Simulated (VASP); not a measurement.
# SiAs3 (R-3m) in VASP: a series of runs

Runs on SiAs3. Level: PBE. Tasks: single point, relaxation of cell and atoms.

All numbers are computed with VASP 6.6.1; they aren't measurements. Logs are shortened: lines on timing, memory, paths and dates and some standing lists are left out, and cuts for length are marked.

**1. The cell of the first run**

Symmetry: R-3m, No. 166, trigonal system. The conventional cell has a = 7.542 Å, b = 7.542 Å, c = 9.615 Å, α = 90.00°, β = 90.00°, γ = 120.00°. Within 3.4 Å of Si (site symmetry 3m) lie 6 As at 2.55 to 2.87 Å. Within 3.3 Å of As (site symmetry m) lie 4 As at 2.54 to 2.89 Å and 2 Si at 2.55 to 2.87 Å.

**2. Single point, PBE**

INCAR reads:

```
PREC = Accurate
ENCUT = 520
EDIFF = 1E-7
ISMEAR = 0
SIGMA = 0.1
LREAL = False
LASPH = True
NELM = 60
ALGO = Normal
ISIF = 2
LWAVE = False
LCHARG = False
GGA = PE
NBANDS = 29
```

KPOINTS reads:

```
Automatic mesh
0
Gamma
  3 3 3
```

POSCAR reads:

```
SiAs3
1.0
    3.7709061610      2.1771336887      3.2048544057
   -3.7709061610      2.1771336887      3.2048544057
    0.0000000000     -4.3542673727      3.2048544088
Si As
2 6
Direct
    0.2613596000      0.2613596000      0.2613596000
    0.7386404000      0.7386404000      0.7386404000
    0.7657655906      0.2667279077      0.7657655906
    0.7657655906      0.7657655906      0.2667279077
    0.2667279077      0.7657655906      0.7657655906
    0.2342344094      0.7332720923      0.2342344094
    0.7332720923      0.2342344094      0.2342344094
    0.2342344094      0.2342344094      0.7332720923
```

Potentials or basis: VASP PAW PBE potentials, release 64 (Si, As).

On the command line:

```
$ cat potpaw_PBE.64/Si/POTCAR potpaw_PBE.64/As/POTCAR > POTCAR
$ mpirun -np 1 vasp_std > vasp.out
```

OUTCAR:

```text
PREC = Accurate
   ENCUT = 520
   EDIFF = 1E-7
   ISMEAR = 0
   LREAL = False
   LASPH = True
   NELM = 60
   ISIF = 2
   GGA = PE

 ion  position               nearest neighbor table
   1  0.261  0.261  0.261-   8 2.55   7 2.55   6 2.55   8 2.87   6 2.87   7 2.87
   2  0.739  0.739  0.739-   4 2.55   3 2.55   5 2.55   4 2.87   5 2.87   3 2.87
   3  0.766  0.267  0.766-   7 2.54   8 2.54   2 2.55   2 2.87   7 2.89   8 2.89
   4  0.766  0.766  0.267-   6 2.54   7 2.54   2 2.55   2 2.87   7 2.89   6 2.89
   5  0.267  0.766  0.766-   6 2.54   8 2.54   2 2.55   2 2.87   6 2.89   8 2.89
   6  0.234  0.733  0.234-   5 2.54   4 2.54   1 2.55   1 2.87   5 2.89   4 2.89
   7  0.733  0.234  0.234-   3 2.54   4 2.54   1 2.55   1 2.87   3 2.89   4 2.89
   8  0.234  0.234  0.733-   3 2.54   5 2.54   1 2.55   1 2.87   3 2.89   5 2.89

  LATTYP: Found a trigonal (rhomboedric) cell.
 ALAT       =     5.4065456749
 COS(alpha) =     0.0270697796

  Lattice vectors:

 A1 = (   3.7709061610,   2.1771336887,   3.2048544057)
 A2 = (  -3.7709061610,   2.1771336887,   3.2048544057)
 A3 = (   0.0000000000,  -4.3542673727,   3.2048544088)

Analysis of symmetry for initial positions (statically):
=====================================================================
 Subroutine PRICEL returns:
 Original cell was already a primitive cell.

 Routine SETGRP: Setting up the symmetry group for a
 trigonal (rhombohedral) supercell.

 Subroutine GETGRP returns: Found 12 space group operations
 (whereof 12 operations were pure point group operations)
 out of a pool of 12 trial point group operations.

The static configuration has the point symmetry D_3d.

Analysis of symmetry for dynamics (positions and initial velocities):
=====================================================================
 Subroutine PRICEL returns:
 Original cell was already a primitive cell.

 Routine SETGRP: Setting up the symmetry group for a
 trigonal (rhombohedral) supercell.

 Subroutine GETGRP returns: Found 12 space group operations
 (whereof 12 operations were pure point group operations)
 out of a pool of 12 trial point group operations.

The dynamic configuration has the point symmetry D_3d.

 Subroutine INISYM returns: Found 12 space group operations
 (whereof 12 operations are pure point group operations),
 and found     1 'primitive' translations

----------------------------------------------------------------------------------------

                                     Primitive cell

  volume of cell :     157.8666

  direct lattice vectors                    reciprocal lattice vectors
     3.770906161  2.177133689  3.204854406     0.132594124  0.076553253  0.104008885
    -3.770906161  2.177133689  3.204854406    -0.132594124  0.076553253  0.104008885
     0.000000000 -4.354267373  3.204854409     0.000000000 -0.153106507  0.104008885

  length of vectors
     5.406545675  5.406545675  5.406545675     0.185093086  0.185093086  0.185093086

  position of ions in fractional coordinates (direct lattice)
     0.261359600  0.261359600  0.261359600
     0.738640400  0.738640400  0.738640400
     0.765765591  0.266727908  0.765765591
     0.765765591  0.765765591  0.266727908
     0.266727908  0.765765591  0.765765591
     0.234234409  0.733272092  0.234234409
     0.733272092  0.234234409  0.234234409
     0.234234409  0.234234409  0.733272092

  ion indices of the primitive-cell ions
   primitive index   ion index
                 1           1
                 2           2
                 3           3
                 4           4
                 5           5
                 6           6
                 7           7
                 8           8

----------------------------------------------------------------------------------------

 KPOINTS: Automatic mesh

Automatic generation of k-mesh.
 Grid dimensions read from file:
 generate k-points for:    3    3    3

 Generating k-lattice:

  Cartesian coordinates                     Fractional coordinates (reciprocal lattice)
     0.044198041  0.025517751  0.034669628     0.333333333  0.000000000  0.000000000
    -0.044198041  0.025517751  0.034669628     0.000000000  0.333333333  0.000000000
     0.000000000 -0.051035502  0.034669628     0.000000000  0.000000000  0.333333333

  Length of vectors
     0.061697695  0.061697695  0.061697695

  Shift w.r.t. Gamma in fractional coordinates (k-lattice)
     0.000000000  0.000000000  0.000000000

 Subroutine IBZKPT returns following result:
 ===========================================

 Found      6 irreducible k-points:

 Following reciprocal coordinates:
            Coordinates               Weight
  0.000000  0.000000  0.000000      1.000000
  0.333333  0.000000  0.000000      6.000000
  0.333333  0.333333  0.000000      6.000000
 -0.333333  0.333333  0.000000      6.000000
  0.333333  0.333333  0.333333      2.000000
 -0.333333  0.333333  0.333333      6.000000
   k-points           NKPTS =      6   k-points in BZ     NKDIM =      6   number of bands    NBANDS=     29
   number of dos      NEDOS =    301   number of ions     NIONS =      8
   total plane-waves  NPLWV =  64000
   dimension x,y,z NGX =    40 NGY =   40 NGZ =   40
   dimension x,y,z NGXF=    80 NGYF=   80 NGZF=   80
   ions per type =               2   6
   NGX,Y,Z   is equivalent  to a cutoff of  12.30, 12.30, 12.30 a.u.
   NGXF,Y,Z  is equivalent  to a cutoff of  24.60, 24.60, 24.60 a.u.
 SYSTEM =  unknown system
   PREC   = accura    normal or accurate (medium, high low for compatibility)
   ISTART =      0    job   : 0-new  1-cont  2-samecut
   ICHARG =      2    charge: 1-file 2-atom 10-const
   ISPIN  =      1    spin polarized calculation?
   LNONCOLLINEAR =      F non collinear calculations
   LSORBIT =      F    spin-orbit coupling
   LASPH  =      T    aspherical Exc in radial PAW
   ENCUT  =  520.0 eV  38.22 Ry    6.18 a.u.  10.05 10.05 10.05*2*pi/ulx,y,z
   NELM   =     60;   NELMIN=  2; NELMDL= -5     # of ELM steps
   EDIFF  = 0.1E-06   stopping-criterion for ELM
   LREAL  =      F    real-space projection
   EDIFFG = 0.1E-05   stopping-criterion for IOM
   NSW    =      0    number of steps for IOM
   IBRION =     -1    ionic relax: 0-MD 1-quasi-New 2-CG
   NFREE  =      0    steps in history (QN), initial steepest desc. (CG)
   ISIF   =      2    stress and relaxation
   ISYM   =      2    0-nonsym 1-usesym 2-fastsym
   POTIM  = 0.5000    time-step for ionic-motion
   TEBEG  =    0.0;   TEEND  =   0.0 temperature during run
   PSTRESS=    0.0 pullay stress
   NELECT =      38.0000    total number of electrons
   NUPDOWN=      -1.0000    fix difference up-down
   EMIN   =  10.00;   EMAX   =-10.00  energy-range for DOS
   EFERMI =   0.00;   METHOD = LEGACY
   ISMEAR =     0;   SIGMA  =   0.10  broadening in eV -4-tet -1-fermi 0-gaus
   EFERMI_NEDOS =   21; number of points for ismear=-14 and -15
   IALGO  =     38    algorithm
   IMIX   =      4    mixing-type and parameters
     AMIX     =   0.40;   BMIX     =  1.00
     AMIX_MAG =   1.60;   BMIX_MAG =  1.00
  volume/ion in A,a.u.               =      19.73       133.17
  Fermi-wavevector in a.u.,A,eV,Ry     =   1.018371  1.924442 14.110315  1.037079
  Thomas-Fermi vector in A             =   2.151824
   LORBIT       =      0    0 simple, 1 ext, 2 COOP (PROOUT), +10 PAW based schemes
   GGA     = PE    functional components
   LHFCALC =     F    Hartree Fock is set to
   AEXX    =    0.0000 exact exchange contribution
   IVDW    =     0    specifies the selected vdW correction
   LEPSILON=     F    determine dielectric tensor
   LRPA    =     F    only Hartree local field effects (RPA)
 non-spin polarized calculation
 Gauss-broadening in eV      SIGMA  =   0.10
  energy-cutoff  :      520.00
  volume of cell :      157.87
 maximum number of plane-waves:      4270
   NGX = 21   NGY = 21   NGZ = 21

 number of electron      37.9999998 magnetization

 Free energy of the ion-electron system (eV)
  ---------------------------------------------------
  ext. energy  EPLUGINS =         0.00000000
  ---------------------------------------------------
  free energy    TOTEN  =       -38.21763285 eV

  energy without entropy =      -38.20966925  energy(sigma->0) =      -38.21365105

 E-fermi :   5.9913     XC(G=0): -10.2539

 val. band max:        5.9230828300   @ k =  -0.3333   0.3333   0.0000
 cond. band min:       6.2142814923   @ k =  -0.3333   0.3333   0.0000
 fundamental gap:      0.2911986623
 Fermi energy:         5.9912632330

 k-point     1 :       0.0000    0.0000    0.0000
  band No.  band energies     occupation
      1      -8.5291      2.00000
      2      -5.9378      2.00000
      3      -5.9378      2.00000
      4      -3.6743      2.00000
      5      -2.8464      2.00000
      6      -2.8464      2.00000
[... 21 lines left out ...]
     28      12.3714      0.00000
     29      12.5914      0.00000

 k-point     2 :       0.3333    0.0000    0.0000
  band No.  band energies     occupation
      1      -8.0594      2.00000
      2      -6.7872      2.00000
      3      -5.5254      2.00000
      4      -3.8814      2.00000
      5      -3.8431      2.00000
      6      -2.7708      2.00000
[... 21 lines left out ...]
     28      10.9815      0.00000
     29      11.8324      0.00000

 k-point     3 :       0.3333    0.3333    0.0000
  band No.  band energies     occupation
      1      -7.6438      2.00000
      2      -6.5373      2.00000
      3      -5.9421      2.00000
      4      -4.9797      2.00000
      5      -3.4503      2.00000
      6      -3.3079      2.00000
[... 21 lines left out ...]
     28      10.7311      0.00000
     29      10.9631      0.00000

 k-point     4 :      -0.3333    0.3333    0.0000
  band No.  band energies     occupation
      1      -7.5707      2.00000
      2      -6.6650      2.00000
      3      -6.0388      2.00000
      4      -4.6658      2.00000
      5      -3.9295      2.00000
      6      -2.9670      2.00000
[... 21 lines left out ...]
     28      10.8258      0.00000
     29      10.9626      0.00000

 k-point     5 :       0.3333    0.3333    0.3333
  band No.  band energies     occupation
      1      -7.2939      2.00000
      2      -6.0775      2.00000
      3      -6.0775      2.00000
      4      -4.5008      2.00000
      5      -4.5008      2.00000
      6      -4.4790      2.00000
[... 21 lines left out ...]
     28       9.0307      0.00000
     29       9.8154      0.00000

 k-point     6 :      -0.3333    0.3333    0.3333
  band No.  band energies     occupation
      1      -7.1373      2.00000
      2      -6.3234      2.00000
      3      -6.1127      2.00000
      4      -4.9699      2.00000
      5      -4.4287      2.00000
      6      -3.9014      2.00000
[... 21 lines left out ...]
     28       9.1966      0.00000
     29       9.9631      0.00000

------------------------ aborting loop because EDIFF is reached ----------------------------------------

  FORCE on cell =-STRESS in cart. coord.  units (eV):
  Direction    XX          YY          ZZ          XY          YZ          ZX
  --------------------------------------------------------------------------------------
  -------------------------------------------------------------------------------------
  Total        0.1703700      0.1703700      0.1452417      0.0000000     -0.0000000      0.0000000
  in kB        1.7290727      1.7290727      1.4740478      0.0000000     -0.0000000      0.0000000
  external PRESSURE =       1.6440644 kB  Pullay stress =       0.0000000 kB

 VOLUME and BASIS-vectors are now :
 -----------------------------------------------------------------------------
  energy-cutoff  :      520.00
  volume of cell :      157.87
      direct lattice vectors                 reciprocal lattice vectors
     3.770906161  2.177133689  3.204854406     0.132594124  0.076553253  0.104008885
    -3.770906161  2.177133689  3.204854406    -0.132594124  0.076553253  0.104008885
     0.000000000 -4.354267373  3.204854409     0.000000000 -0.153106507  0.104008885

 POSITION                                       TOTAL-FORCE (eV/Angst)
 -----------------------------------------------------------------------------------
      0.00000      0.00000      2.51286         0.000000     -0.000000     -0.000625
      0.00000      0.00000      7.10170         0.000000      0.000000      0.000625
      1.88182     -1.08647      5.76316        -0.012453      0.007190     -0.022466
      0.00000      2.17294      5.76316         0.000000     -0.014379     -0.022466
     -1.88182     -1.08647      5.76316         0.012453      0.007190     -0.022466
     -1.88182      1.08647      3.85140         0.012453     -0.007190      0.022466
      1.88182      1.08647      3.85140        -0.012453     -0.007190      0.022466
      0.00000     -2.17294      3.85140         0.000000      0.014379      0.022466
 -----------------------------------------------------------------------------------
    total drift:                                0.000000     -0.000000      0.000000

  FREE ENERGIE OF THE ION-ELECTRON SYSTEM (eV)
  ---------------------------------------------------
  free  energy   TOTEN  =       -38.2176328524 eV

  energy  without entropy=      -38.2096692457  energy(sigma->0) =      -38.21365105
```

Wall time 31 s (1 thread of AMD EPYC 7R13 (Zen 3), shared host); peak memory 0.21 GiB.

What came out:

```
Free energy            : -38.2176 eV
Pressure               : 0.2 GPa
Largest force          : 0.027 eV/Å
Band gap on the k mesh : zero (band 19 reaches 5.92 eV, above the bottom of band 20 at 4.70 eV)
```

Forces on the atoms (eV/Å):
```
Si   0.000  0.000 -0.001
Si   0.000  0.000  0.001
As  -0.012  0.007 -0.022
As   0.000 -0.014 -0.022
As   0.012  0.007 -0.022
As   0.012 -0.007  0.022
As  -0.012 -0.007  0.022
As   0.000  0.014  0.022
```

Caveat: the k points lie up to 0.39 Å⁻¹ apart.

**3. Single point, PBE**

This run uses another cell than the first one, of 20.33 Å³/atom, 1.030 times its volume.

INCAR reads:

```
SYSTEM = SiAs3
PREC = Accurate
ENCUT = 520
EDIFF = 1E-7
ISMEAR = 0
SIGMA = 0.1
LREAL = .FALSE.
LASPH = .TRUE.
NELM = 60
ALGO = Normal
ISIF = 2
LWAVE = .FALSE.
LCHARG = .FALSE.
GGA = PE
NBANDS = 29
```

KPOINTS reads:

```
Automatic mesh
0
G
  3 3 3
  0 0 0
```

POSCAR reads:

```
SiAs3
1.0
    3.6701148100      2.1189417800      3.4859944900
   -3.6701148100      2.1189417800      3.4859944900
    0.0000000000     -4.2378835500      3.4859944900
Si As
2 6
Direct
    0.2576000100      0.2576000100      0.2576000100
    0.7423999900      0.7423999900      0.7423999900
    0.7967000000      0.2550000000      0.7967000000
    0.7967000000      0.7967000000      0.2550000000
    0.2550000000      0.7967000000      0.7967000000
    0.2033000000      0.7450000000      0.2033000000
    0.7450000000      0.2033000000      0.2033000000
    0.2033000000      0.2033000000      0.7450000000
```

Potentials or basis: VASP PAW PBE potentials, release 64 (Si, As).

On the command line:

```
$ cat potpaw_PBE.64/Si/POTCAR potpaw_PBE.64/As/POTCAR > POTCAR
$ mpirun -np 1 vasp_std > vasp.out
```

It took 31 s on 1 thread of AMD EPYC 7R13 (Zen 3), shared host; peak memory 0.22 GiB.

The run converged. Its results:

```
Free energy            : -35.5098 eV
Pressure               : 13.4 GPa
Largest force          : 4.697 eV/Å
Band gap on the k mesh : zero (band 19 reaches 5.77 eV, above the bottom of band 20 at 4.61 eV)
```

Forces on the atoms (eV/Å):
```
Si   0.000  0.000  0.293
Si   0.000  0.000 -0.293
As  -3.069  1.772 -3.083
As   0.000 -3.544 -3.083
As   3.069  1.772 -3.083
As   3.069 -1.772  3.083
As  -3.069 -1.772  3.083
As   0.000  3.544  3.083
```

Stress tensor (GPa, compression positive):
```
16.24  0.00  0.00
 0.00 16.24  0.00
 0.00  0.00  7.82
```

Levels at points of the mesh, in eV from the Fermi level:
```tsv
k point	band 16	band 17	band 18	band 19	band 20	band 21	band 22	band 23
(0.00, 0.00, 0.00)	-3.17	-3.11	-1.61	-1.23	-1.23	1.63	1.63	1.63
```

Caveat: the k points lie up to 0.39 Å⁻¹ apart; forces of over 1 eV/Å act on the atoms, so gaps and moduli don't describe the material at rest.

(Part 1 of 2 ends here.)
